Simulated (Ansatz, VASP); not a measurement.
# One calculation of CsBr, two programs

Contents of POSCAR:

```
CsBr
1.0
    4.3193780653      0.0000000000      0.0000000000
    0.0000000000      4.3193780653      0.0000000000
    0.0000000000      0.0000000000      4.3193780653
Cs Br
1 1
Direct
    0.0000000000      0.0000000000      0.0000000000
    0.5000000000      0.5000000000      0.5000000000
```

Contents of INCAR.step1:

```
SYSTEM = CsBr
PREC     = Accurate       ! precision mode
ENCUT    = 550            ! plane-wave cutoff, eV
ISMEAR   = 0              ! smearing method
SIGMA    = 0.01           ! smearing width, eV
LREAL    = .False.        ! projectors in reciprocal space
LASPH    = .True.         ! aspherical terms in the spheres
NELM     = 120            ! most SCF steps
NBANDS   = 15             ! bands
GGA      = PE             ! functional
ALGO     = Normal         ! electronic algorithm
EDIFF    = 1E-5           ! SCF threshold, eV
LWAVE    = .True.         ! write WAVECAR
LCHARG   = .False.        ! write CHGCAR
GGA_COMPAT= .False.
```

The input INCAR.step2:

```
SYSTEM = CsBr
PREC     = Accurate       ! precision mode
ENCUT    = 550            ! plane-wave cutoff, eV
EDIFF    = 1E-6           ! SCF threshold, eV
ISMEAR   = 0              ! smearing method
SIGMA    = 0.01           ! smearing width, eV
LREAL    = .False.        ! projectors in reciprocal space
LASPH    = .True.         ! aspherical terms in the spheres
NELM     = 120            ! most SCF steps
ALGO     = Normal         ! electronic algorithm
ISIF     = 2              ! what is computed and relaxed
LWAVE    = .False.        ! write WAVECAR
LCHARG   = .False.        ! write CHGCAR
METAGGA  = R2SCAN         ! meta-GGA
LMIXTAU  = .True.       
NBANDS   = 15             ! bands
ISTART   = 1            
GGA_COMPAT= .False.
```

File KPOINTS:

```
Automatic mesh
0
Gamma
  6 6 6
  0 0 0
```

Input for Ansatz:

```yaml
crystal:
  lattice:
    - [4.3193780653, 0.0, 0.0]
    - [0.0, 4.3193780653, 0.0]
    - [0.0, 0.0, 4.3193780653]
  atoms:
    - { symbol: Cs, position: [0.0, 0.0, 0.0] }
    - { symbol: Br, position: [0.5, 0.5, 0.5] }
kpoints:
  mp_grid: { grid: [6, 6, 6] }
hamiltonian:
  xc: r2scan
scf:
  occupations: { method: fixed }
  n_extra_bands: 4
output:
  forces: true
  stress: true
  eigenvalues: true
```

Alike in both runs: task single point; functional r2SCAN; k mesh 6 × 6 × 6; no spin polarisation.

|  | VASP | Ansatz |
| --- | --- | --- |
| version | VASP 6.6.1 | Ansatz 0.2.0 |
| potentials or method | VASP PAW PBE potentials, release 64 (Cs_sv, Br) | plane waves, PAW |
| plane-wave cutoff (eV) | 550 | 500 |
| occupations | gaussian, width 0.01 eV | fixed |
| valence electrons in the cell | 16 | 16 |

Ansatz gave:

| Item | Value |
| --- | --- |
| gap on the k mesh at the Fermi level (eV) | 5.20 |
| pressure (GPa) | 0.0 |

Problem. What did VASP give for the same quantities?

Solution. gap on the k mesh at the Fermi level (eV): 5.19; pressure (GPa): 0.1.

VASP's potentials were made for PBE, not for r2SCAN.

Spin-orbit coupling is off throughout.
